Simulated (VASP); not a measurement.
Crystal: MgTl2GaC6N6.

```
CELL_PARAMETERS angstrom
0.00000 5.13500 5.13500
5.13500 0.00000 5.13500
5.13500 5.13500 0.00000
ATOMIC_POSITIONS crystal
Mg 0.00000 0.00000 0.00000
Tl 0.25000 0.25000 0.25000
Tl 0.75000 0.75000 0.75000
Ga 0.50000 0.50000 0.50000
C 0.80721 0.19279 0.19279
C 0.19279 0.80721 0.19279
C 0.19279 0.19279 0.80721
C 0.19279 0.80721 0.80721
C 0.80721 0.19279 0.80721
C 0.80721 0.80721 0.19279
N 0.69328 0.30672 0.30672
N 0.30672 0.69328 0.30672
N 0.30672 0.30672 0.69328
N 0.30672 0.69328 0.69328
N 0.69328 0.30672 0.69328
N 0.69328 0.69328 0.30672
```

| Property | Result |
| --- | --- |
| Program | VASP 6.6.1 |
| Task | relaxation of cell and atoms |
| Functional | PBE |
| Potentials or basis | VASP PAW PBE potentials, release 64 (Mg, Tl_d, Ga_d, C, N) |
| Cutoff | 600 eV |
| k mesh | 4 × 4 × 4 |
| Occupations | gaussian, width 0.1 eV |
| Spin | no spin polarisation |

At the start: pressure 10.4 GPa; volume 16.93 Å³/atom.

Question: How do energy, volume and symmetry change on relaxing?

Answer: Over 16 steps the energy falls by 150.1 meV/atom and the volume is 20.80 Å³/atom (+22.9 %); space group Fm-3m (No. 225, to 0.05 Å).

The path:
```csv
step,energy change (eV),largest force (eV/Å),pressure (GPa),volume (Å³)
1,0.0000,1.6917,10.43,270.80
2,-2.1263,0.6627,1.30,316.34
3,-2.2744,0.4070,-1.04,338.77
4,-2.2774,0.4042,-0.80,335.77
5,-2.3649,0.6352,0.15,332.35
6,-2.3833,0.7735,0.92,329.92
7,-2.3980,0.1098,0.27,329.54
8,-2.3984,0.0137,0.36,329.60
9,-2.3989,0.0140,0.32,329.85
10,-2.4000,0.0511,0.18,330.61
11,-2.4004,0.1241,-0.08,332.13
12,-2.4006,0.1001,0.00,331.63
13,-2.4006,0.1378,0.12,332.03
14,-2.4008,0.0571,0.07,331.84
15,-2.4010,0.0489,0.03,332.08
16,-2.4015,0.0286,-0.05,332.81
```

Final structure:
```
CELL_PARAMETERS angstrom
0.00000 5.50034 5.50034
5.50034 0.00000 5.50034
5.50034 5.50034 0.00000
ATOMIC_POSITIONS crystal
Mg 0.00000 0.00000 0.00000
Tl 0.25000 0.25000 0.25000
Tl 0.75000 0.75000 0.75000
Ga 0.50000 0.50000 0.50000
C 0.79229 0.20771 0.20771
C 0.20771 0.79229 0.20771
C 0.20771 0.20771 0.79229
C 0.20771 0.79229 0.79229
C 0.79229 0.20771 0.79229
C 0.79229 0.79229 0.20771
N 0.68551 0.31449 0.31449
N 0.31449 0.68551 0.31449
N 0.31449 0.31449 0.68551
N 0.31449 0.68551 0.68551
N 0.68551 0.31449 0.68551
N 0.68551 0.68551 0.31449
```

Caveat: the volume moved by over 15 % at a fixed basis, so the end points are rough.
